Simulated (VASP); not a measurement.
The system is Tl.

```
Tl
1.0
     3.47889    0.00000    0.00000
    -1.73944    3.01281    0.00000
     0.00000    0.00000    5.56159
Tl
2
Direct
  0.66667 0.33333 0.75000
  0.33333 0.66667 0.25000
```

Base run:

| Quantity | Value |
| --- | --- |
| Program | VASP 6.6.1 |
| Functional | r2SCAN |
| Potentials or basis | VASP PAW PBE potentials, release 64 (Tl_d) |
| Cutoff | 520 eV |
| k mesh | 9 × 9 × 5 |
| Occupations | fermi-dirac, width 0.05 eV |
| Spin | no spin polarisation |

Its results: band gap on the k mesh zero (bands 13 and 14 overlap by 3.68 eV); pressure 1.3 GPa.

**Question.** The run is repeated on the same cell with these changes: functional from r2SCAN to PBE. What comes out?

**Answer.** Band gap on the k mesh zero (bands 13 and 14 overlap by 3.58 eV); pressure 2.5 GPa.

Caveats: spin-orbit coupling is left out, which moves the levels of the heavy elements; the PAW data sets were made with another functional, which shifts forces and pressure a little (at least some runs).
